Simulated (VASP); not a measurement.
Set up this calculation in VASP 6.6.1, as the native input.

- Task: single point
- Functional: PBE
- Potentials or basis: VASP PAW PBE potentials, release 64 (C, O)
- Cutoff: 520 eV
- k mesh: 4 × 4 × 4
- Occupations: gaussian, width 0.05 eV
- Spin: no spin polarisation
- Dipole correction: no
- Further INCAR settings: ALGO = Normal; EDIFF = 1e-06; NBANDS = 44

The structure of CO2 lies in POSCAR:

```
CO2
1.0
    6.0577362522      0.0000000000     -0.6814953284
    0.0000000000      6.0577362522      0.0000000000
   -0.6814953284      0.0000000000      5.8760041646
C O
4 8
Direct
    0.0000000000      0.0000000000      0.0000000000
    0.5000000000      0.0000000000      0.5000000000
    0.5000000000      0.5000000000      0.0000000000
    0.0000000000      0.5000000000      0.5000000000
    0.1114834447      0.1114834447      0.1114834447
    0.3885165553      0.8885165553      0.6114834447
    0.6114834447      0.3885165553      0.8885165553
    0.8885165553      0.6114834447      0.3885165553
    0.8885165553      0.8885165553      0.8885165553
    0.6114834447      0.1114834447      0.3885165553
    0.3885165553      0.6114834447      0.1114834447
    0.1114834447      0.3885165553      0.6114834447
```

This cell differs from its parent crystal: engineering shear strain xz -0.2250, normal strain along z -0.0300.

One way to write it, as run:

INCAR

```
PREC     = Accurate       # precision mode
ENCUT    = 520            # plane-wave cutoff, eV
EDIFF    = 1E-6           # SCF threshold, eV
ISMEAR   = 0              # smearing method
SIGMA    = 0.05           # smearing width, eV
LREAL    = False          # projectors in reciprocal space
LASPH    = True           # aspherical terms in the spheres
NELM     = 60             # most SCF steps
ALGO     = Normal         # electronic algorithm
ISIF     = 2              # what is computed and relaxed
LWAVE    = False          # write WAVECAR
LCHARG   = False          # write CHGCAR
GGA      = PE             # functional
NBANDS   = 44             # bands
```

KPOINTS

```
regular mesh
0
Gamma
  4 4 4
```

Potentials or basis: VASP PAW PBE potentials, release 64 (C, O).

Run with:

```sh
$ cat potpaw_PBE.64/C/POTCAR potpaw_PBE.64/O/POTCAR > POTCAR
$ mpirun -np 1 vasp_std > vasp.out
```

Results of the run:

```json
{"Pressure": "9.2 GPa", "Largest force": "15.137 eV/Å", "Band gap on the k mesh": "6.42 eV"}
```

Caveat: the cell differs from its parent crystal (engineering shear strain xz -0.2250, normal strain along z -0.0300); the stress differs along the axes, from 7 to 13 GPa; this functional lacks dispersion, which holds the molecules together, so the pressure and a relaxed volume are unreliable; forces of over 1 eV/Å act on the atoms, so gaps and moduli don't describe the material at rest.

Run time: 2.2 min on 1 thread of Intel(R) Xeon(R) 6975P-C (Granite Rapids), on a shared host, peak memory 0.42 GiB.
